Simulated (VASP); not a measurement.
# Ca (Fm-3m) in VASP: single point with r2SCAN

Aim: the single point of Ca with r2SCAN.

Everything below comes from runs of VASP 6.6.1. Logs are shortened: lines on timing, memory, paths and dates and some standing lists are left out, and cuts for length are marked.

## (1) The cell of the first run

Symmetry: Fm-3m, No. 225, cubic system. Conventional cell: a = 5.550 Å, b = 5.550 Å, c = 5.550 Å, α = 90.00°, β = 90.00°, γ = 90.00°. Within 5.2 Å of Ca (site symmetry m-3m) lie 12 Ca at 3.92 Å.

## (2) Single point, r2SCAN

Input file POSCAR:

```
Ca
1.0
    0.0000000000      2.7748579100      2.7748579100
    2.7748579100      0.0000000000      2.7748579100
    2.7748579100      2.7748579100      0.0000000000
Ca
1
Direct
    0.0000000000      0.0000000000      0.0000000000
```

Input file INCAR.step1:

```
ALGO     = Normal         # electronic algorithm
EDIFF    = 1E-4           # SCF threshold, eV
ENCUT    = 520            # plane-wave cutoff, eV
GGA      = PE             # functional
ISMEAR   = 0              # smearing method
LASPH    = True           # aspherical terms in the spheres
LCHARG   = False          # write CHGCAR
LREAL    = False          # projectors in reciprocal space
LWAVE    = True           # write WAVECAR
NBANDS   = 11             # bands
NELM     = 60             # most SCF steps
PREC     = Accurate       # precision mode
SIGMA    = 0.014          # smearing width, eV
```

Input file INCAR.step2:

```
ALGO     = Normal         # electronic algorithm
EDIFF    = 1E-6           # SCF threshold, eV
ENCUT    = 520            # plane-wave cutoff, eV
ISIF     = 2              # what is computed and relaxed
ISMEAR   = 0              # smearing method
ISTART   = 1            
LASPH    = True           # aspherical terms in the spheres
LCHARG   = False          # write CHGCAR
LMIXTAU  = True         
LREAL    = False          # projectors in reciprocal space
LWAVE    = False          # write WAVECAR
METAGGA  = R2SCAN         # meta-GGA
NBANDS   = 11             # bands
NELM     = 60             # most SCF steps
PREC     = Accurate       # precision mode
SIGMA    = 0.014          # smearing width, eV
```

Input file KPOINTS:

```
k-points
0
Gamma
  8 8 8
```

Potentials or basis: VASP PAW PBE potentials, release 64 (Ca_sv).

Command:

```bash
> cat potpaw_PBE.64/Ca_sv/POTCAR > POTCAR
> cp INCAR.step1 INCAR
> mpirun -np 1 vasp_std > vasp.out
> cp INCAR.step2 INCAR
> mpirun -np 1 vasp_std > vasp.out
```

OUTCAR:

```text
EDIFF = 1E-6
   ENCUT = 520
   ISIF = 2
   ISMEAR = 0
   ISTART = 1
   LASPH = True
   LREAL = False
   METAGGA = R2SCAN
   NELM = 60
   PREC = Accurate

 ion  position               nearest neighbor table
   1  0.000  0.000  0.000-

  LATTYP: Found a face centered cubic cell.
 ALAT       =     5.5497158200

  Lattice vectors:

 A1 = (   0.0000000000,   2.7748579100,   2.7748579100)
 A2 = (   2.7748579100,   0.0000000000,   2.7748579100)
 A3 = (   2.7748579100,   2.7748579100,   0.0000000000)

Analysis of symmetry for initial positions (statically):
=====================================================================
 Subroutine PRICEL returns:
 Original cell was already a primitive cell.

 Routine SETGRP: Setting up the symmetry group for a
 face centered cubic supercell.

 Subroutine GETGRP returns: Found 48 space group operations
 (whereof 48 operations were pure point group operations)
 out of a pool of 48 trial point group operations.

The static configuration has the point symmetry O_h .

Analysis of symmetry for dynamics (positions and initial velocities):
=====================================================================
 Subroutine PRICEL returns:
 Original cell was already a primitive cell.

 Routine SETGRP: Setting up the symmetry group for a
 face centered cubic supercell.

 Subroutine GETGRP returns: Found 48 space group operations
 (whereof 48 operations were pure point group operations)
 out of a pool of 48 trial point group operations.

The dynamic configuration has the point symmetry O_h .

 Subroutine INISYM returns: Found 48 space group operations
 (whereof 48 operations are pure point group operations),
 and found     1 'primitive' translations

----------------------------------------------------------------------------------------

                                     Primitive cell

  volume of cell :      42.7319

  direct lattice vectors                    reciprocal lattice vectors
     0.000000000  2.774857910  2.774857910    -0.180189407  0.180189407  0.180189407
     2.774857910  0.000000000  2.774857910     0.180189407 -0.180189407  0.180189407
     2.774857910  2.774857910  0.000000000     0.180189407  0.180189407 -0.180189407

  length of vectors
     3.924241690  3.924241690  3.924241690     0.312097207  0.312097207  0.312097207

  position of ions in fractional coordinates (direct lattice)
     0.000000000  0.000000000  0.000000000

  ion indices of the primitive-cell ions
   primitive index   ion index
                 1           1

----------------------------------------------------------------------------------------

 KPOINTS: k-points

Automatic generation of k-mesh.
 Grid dimensions read from file:
 generate k-points for:    8    8    8

 Generating k-lattice:

  Cartesian coordinates                     Fractional coordinates (reciprocal lattice)
    -0.022523676  0.022523676  0.022523676     0.125000000  0.000000000  0.000000000
     0.022523676 -0.022523676  0.022523676     0.000000000  0.125000000  0.000000000
     0.022523676  0.022523676 -0.022523676     0.000000000  0.000000000  0.125000000

  Length of vectors
     0.039012151  0.039012151  0.039012151

  Shift w.r.t. Gamma in fractional coordinates (k-lattice)
     0.000000000  0.000000000  0.000000000

 Subroutine IBZKPT returns following result:
 ===========================================

 Found     29 irreducible k-points:

 Following reciprocal coordinates:
            Coordinates               Weight
  0.000000  0.000000  0.000000      1.000000
  0.125000  0.000000  0.000000      8.000000
  0.250000  0.000000  0.000000      8.000000
  0.375000  0.000000  0.000000      8.000000
  0.500000  0.000000  0.000000      4.000000
  0.125000  0.125000  0.000000      6.000000
[... 16 lines left out ...]
  0.500000  0.250000  0.125000     48.000000
 -0.375000  0.250000  0.125000     24.000000
 [... further k-points ...]
   k-points           NKPTS =     29   k-points in BZ     NKDIM =     29   number of bands    NBANDS=     11
   number of dos      NEDOS =    301   number of ions     NIONS =      1
   total plane-waves  NPLWV =  27000
   dimension x,y,z NGX =    30 NGY =   30 NGZ =   30
   dimension x,y,z NGXF=    60 NGYF=   60 NGZF=   60
   ions per type =               1
   NGX,Y,Z   is equivalent  to a cutoff of  12.71, 12.71, 12.71 a.u.
   NGXF,Y,Z  is equivalent  to a cutoff of  25.42, 25.42, 25.42 a.u.
 SYSTEM =  unknown system
   PREC   = accura    normal or accurate (medium, high low for compatibility)
   ISTART =      1    job   : 0-new  1-cont  2-samecut
   ICHARG =      0    charge: 1-file 2-atom 10-const
   ISPIN  =      1    spin polarized calculation?
   LNONCOLLINEAR =      F non collinear calculations
   LSORBIT =      F    spin-orbit coupling
   LASPH  =      T    aspherical Exc in radial PAW
   ENCUT  =  520.0 eV  38.22 Ry    6.18 a.u.   7.30  7.30  7.30*2*pi/ulx,y,z
   NELM   =     60;   NELMIN=  2; NELMDL=  0     # of ELM steps
   EDIFF  = 0.1E-05   stopping-criterion for ELM
   LREAL  =      F    real-space projection
   EDIFFG = 0.1E-04   stopping-criterion for IOM
   NSW    =      0    number of steps for IOM
   IBRION =     -1    ionic relax: 0-MD 1-quasi-New 2-CG
   NFREE  =      0    steps in history (QN), initial steepest desc. (CG)
   ISIF   =      2    stress and relaxation
   ISYM   =      2    0-nonsym 1-usesym 2-fastsym
   POTIM  = 0.5000    time-step for ionic-motion
   TEBEG  =    0.0;   TEEND  =   0.0 temperature during run
   PSTRESS=    0.0 pullay stress
   NELECT =      10.0000    total number of electrons
   NUPDOWN=      -1.0000    fix difference up-down
   EMIN   =  10.00;   EMAX   =-10.00  energy-range for DOS
   EFERMI =   0.00;   METHOD = LEGACY
   ISMEAR =     0;   SIGMA  =   0.01  broadening in eV -4-tet -1-fermi 0-gaus
   EFERMI_NEDOS =   21; number of points for ismear=-14 and -15
   IALGO  =     38    algorithm
   IMIX   =      4    mixing-type and parameters
     AMIX     =   0.40;   BMIX     =  1.00
     AMIX_MAG =   1.60;   BMIX_MAG =  1.00
  volume/ion in A,a.u.               =      42.73       288.37
  Fermi-wavevector in a.u.,A,eV,Ry     =   1.008844  1.906439 13.847554  1.017767
  Thomas-Fermi vector in A             =   2.141736
   LORBIT       =      0    0 simple, 1 ext, 2 COOP (PROOUT), +10 PAW based schemes
   METAGGA = R2SCAN    functional components
   LHFCALC =     F    Hartree Fock is set to
   AEXX    =    0.0000 exact exchange contribution
   IVDW    =     0    specifies the selected vdW correction
   LEPSILON=     F    determine dielectric tensor
   LRPA    =     F    only Hartree local field effects (RPA)
 non-spin polarized calculation
 Gauss-broadening in eV      SIGMA  =   0.01
  energy-cutoff  :      520.00
  volume of cell :       42.73
 maximum number of plane-waves:      1174
 NGX is ok and might be reduce to    30
   NGX = 15   NGY = 15   NGZ = 15

 number of electron       9.9999999 magnetization

 Free energy of the ion-electron system (eV)
  ---------------------------------------------------
  ext. energy  EPLUGINS =         0.00000000
  ---------------------------------------------------
  free energy    TOTEN  =        -7.02682913 eV

  energy without entropy =       -7.02625109  energy(sigma->0) =       -7.02654011

 E-fermi :   1.8414     XC(G=0):  -8.1785

 val. band max:        1.8321888647   @ k =  -0.3750   0.3750   0.1250
 cond. band min:       1.9437371317   @ k =   0.5000   0.1250   0.0000
 fundamental gap:      0.1115482670
 Fermi energy:         1.8413834149

 k-point     1 :       0.0000    0.0000    0.0000
  band No.  band energies     occupation
      1     -41.8519      2.00000
      2     -21.8820      2.00000
      3     -21.8820      2.00000
      4     -21.8819      2.00000
      5      -2.3186      2.00000
      6       4.6418      0.00000
      7       4.6418      0.00000
      8       4.6418      0.00000
      9       5.7573      0.00000
     10       5.7573      0.00000
     11      11.4990      0.00000

 k-point     2 :       0.1250    0.0000    0.0000
  band No.  band energies     occupation
      1     -41.8499      2.00000
      2     -21.9028      2.00000
      3     -21.8848      2.00000
      4     -21.8848      2.00000
      5      -2.0404      2.00000
      6       4.3281      0.00000
      7       4.7349      0.00000
      8       4.7349      0.00000
      9       5.6785      0.00000
     10       5.6785      0.00000
     11      11.6488      0.00000

 k-point     3 :       0.2500    0.0000    0.0000
  band No.  band energies     occupation
      1     -41.8451      2.00000
      2     -21.9527      2.00000
      3     -21.8916      2.00000
      4     -21.8915      2.00000
      5      -1.2465      2.00000
      6       3.5859      0.00000
      7       4.7723      0.00000
      8       4.7723      0.00000
      9       5.7629      0.00000
     10       5.7629      0.00000
     11       9.8153      0.00000

 k-point     4 :       0.3750    0.0000    0.0000
  band No.  band energies     occupation
      1     -41.8403      2.00000
      2     -22.0021      2.00000
      3     -21.8984      2.00000
      4     -21.8983      2.00000
      5      -0.0706      2.00000
      6       2.6129      0.00000
      7       4.5936      0.00000
      8       4.5936      0.00000
      9       6.2073      0.00000
     10       6.2073      0.00000
     11       8.2582      0.00000
[... 239 lines left out ...]
 k-point    22 :       0.3750    0.2500    0.1250
  band No.  band energies     occupation
      1     -41.8415      2.00000
      2     -21.9649      2.00000
      3     -21.9172      2.00000
      4     -21.9002      2.00000
      5      -0.5820      2.00000
      6       3.3689      0.00000
      7       4.1974      0.00000
      8       5.1924      0.00000
      9       5.3531      0.00000
     10       6.3073      0.00000
     11       9.8830      0.00000

 k-point    23 :       0.5000    0.2500    0.1250
  band No.  band energies     occupation
      1     -41.8376      2.00000
      2     -21.9915      2.00000
      3     -21.9326      2.00000
      4     -21.9083      2.00000
      5       0.5247      2.00000
      6       2.7705      0.00000
      7       3.7483      0.00000
      8       5.0222      0.00000
      9       5.9326      0.00000
     10       6.7000      0.00000
     11       8.2388      0.00000

 k-point    24 :      -0.3750    0.2500    0.1250
  band No.  band energies     occupation
      1     -41.8360      2.00000
      2     -22.0029      2.00000
      3     -21.9374      2.00000
      4     -21.9127      2.00000
      5       1.6896      2.00000
      6       1.8041      1.99984
      7       3.6776      0.00000
      8       4.9212      0.00000
      9       6.3065      0.00000
     10       6.8418      0.00000
     11       7.4032      0.00000

 [... further k-points ...]
[... 5 lines left out ...]
  --------------------------------------------------------------------------------------
  -------------------------------------------------------------------------------------
  Total        0.0556635      0.0556635      0.0556635      0.0000000      0.0000000      0.0000000
  in kB        2.0870301      2.0870301      2.0870301      0.0000000      0.0000000      0.0000000
  external PRESSURE =       2.0870301 kB  Pullay stress =       0.0000000 kB

 VOLUME and BASIS-vectors are now :
 -----------------------------------------------------------------------------
  energy-cutoff  :      520.00
  volume of cell :       42.73
      direct lattice vectors                 reciprocal lattice vectors
     0.000000000  2.774857910  2.774857910    -0.180189407  0.180189407  0.180189407
     2.774857910  0.000000000  2.774857910     0.180189407 -0.180189407  0.180189407
     2.774857910  2.774857910  0.000000000     0.180189407  0.180189407 -0.180189407

 POSITION                                       TOTAL-FORCE (eV/Angst)
 -----------------------------------------------------------------------------------
      0.00000      0.00000      0.00000        -0.000000     -0.000000      0.000000
 -----------------------------------------------------------------------------------
    total drift:                               -0.000000     -0.000000     -0.000000

  FREE ENERGIE OF THE ION-ELECTRON SYSTEM (eV)
  ---------------------------------------------------
  free  energy   TOTEN  =        -7.0268291329 eV

  energy  without entropy=       -7.0262510873  energy(sigma->0) =       -7.02654011
```

Wall time 1.8 min (1 thread of AMD EPYC 7R13, shared host); peak memory 0.14 GiB.

What came out:

| Quantity | Value |
| --- | --- |
| Free energy | -7.0268 eV |
| Pressure | 0.2 GPa |
| Band gap on the k mesh | zero (bands 5 and 6 overlap by 0.55 eV) |

Caveat: the PAW data sets were made with another functional, which shifts forces and pressure a little.
